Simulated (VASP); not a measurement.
Wanted: the native input for a VASP 6.6.1 run.

```yaml
Task: single point
Functional: PBE
Potentials_or_basis: VASP PAW PBE potentials, release 64 (Li_sv, W_sv, N)
Cutoff: 520 eV
k_mesh: 6 × 6 × 6
Occupations: gaussian, width 0.2 eV
Spin: no spin polarisation
Dipole_correction: no
Further_INCAR_settings: ALGO = Normal; EDIFF = 1e-06; NBANDS = 39
```

The structure of LiW3N3 lies in POSCAR:

```
LiW3N3
1.0
    4.1728127000      0.0000000000      0.0000000000
    0.0000000000      4.1728127000      0.0000000000
    0.0000000000      0.0000000000      4.1728127000
Li W N
1 3 3
Direct
    0.0000000000      0.0000000000      0.0000000000
    0.0000000000      0.5000000000      0.5000000000
    0.5000000000      0.0000000000      0.5000000000
    0.5000000000      0.5000000000      0.0000000000
    0.5000000000      0.0000000000      0.0000000000
    0.0000000000      0.5000000000      0.0000000000
    0.0000000000      0.0000000000      0.5000000000
```

These files were run (other wordings do the same):

INCAR

```
SYSTEM = LiW3N3
ALGO = Normal ; EDIFF = 1E-6
ENCUT = 520 ; GGA = PE
ISIF = 2 ; ISMEAR = 0
LASPH = .TRUE. ; LCHARG = .FALSE.
LREAL = .FALSE. ; LWAVE = .FALSE.
NBANDS = 39 ; NELM = 80
PREC = Accurate ; SIGMA = 0.2
```

KPOINTS

```
k-points
0
G
  6 6 6
  0 0 0
```

Potentials or basis: VASP PAW PBE potentials, release 64 (Li_sv, W_sv, N).

The run is started by

```console
$ cat potpaw_PBE.64/Li_sv/POTCAR potpaw_PBE.64/W_sv/POTCAR potpaw_PBE.64/N/POTCAR > POTCAR
$ mpirun -np 1 vasp_std > vasp.out
```

Results of the run:

```json
{"Band gap on the k mesh": "zero (bands 30 and 31 overlap by 3.05 eV)"}
```

Caveat: spin-orbit coupling is left out, which moves the levels of the heavy elements.

Run time: 43 s on 1 thread of AMD EPYC 7R13, with other jobs on the host, peak memory 0.2 GiB.
